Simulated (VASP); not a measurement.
Write the native input for VASP 6.6.1 that does the following.

| Item | Value |
| --- | --- |
| Task | single point |
| Functional | PBE |
| Potentials or basis | VASP PAW PBE potentials, release 64 (Zn, Se) |
| Cutoff | 520 eV |
| k mesh | 8 × 8 × 8 |
| Occupations | gaussian, width 0.02 eV |
| Spin | no spin polarisation |
| Dipole correction | no |
| Further INCAR settings | ALGO = Normal; EDIFF = 1e-07; NBANDS = 16 |

The structure of ZnSe lies in POSCAR:

```
ZnSe
1.0
    0.0000000000      2.8767397239      2.8767397239
    2.8767397239      0.0000000000      2.8767397239
    2.8767397239      2.8767397239      0.0000000000
Zn Se
1 1
Direct
    0.0000000000      0.0000000000      0.0000000000
    0.7500000000      0.7500000000      0.7500000000
```

This cell differs from its parent crystal: Cd replaced by Zn, lengths x 0.950, strained.

One way to write it, as run:

INCAR

```
PREC     = Accurate       # precision mode
ENCUT    = 520            # plane-wave cutoff, eV
EDIFF    = 1E-7           # SCF threshold, eV
ISMEAR   = 0              # smearing method
SIGMA    = 0.02           # smearing width, eV
LREAL    = F              # projectors in reciprocal space
LASPH    = T              # aspherical terms in the spheres
NELM     = 80             # most SCF steps
ALGO     = Normal         # electronic algorithm
ISIF     = 2              # what is computed and relaxed
LWAVE    = F              # write WAVECAR
LCHARG   = T              # write CHGCAR
GGA      = PE             # functional
LELF     = T              # ELF
LVHAR    = T            
NBANDS   = 16             # bands
```

KPOINTS

```
Automatic mesh
0
Gamma
  8 8 8
```

Potentials or basis: VASP PAW PBE potentials, release 64 (Zn, Se).

Command:

```sh
$ cat potpaw_PBE.64/Zn/POTCAR potpaw_PBE.64/Se/POTCAR > POTCAR
$ mpirun -np 1 vasp_std > vasp.out
```

It gave:

| Property | Result |
| --- | --- |
| Pressure | -0.4 GPa |
| Band gap on the k mesh | 1.11 eV |

Caveat: the cell differs from its parent crystal (Cd replaced by Zn, lengths x 0.950, strained).

Run time: 20 s on 1 thread of AMD EPYC 7R13 Processor (Zen 3) (shared host), peak memory 0.15 GiB.
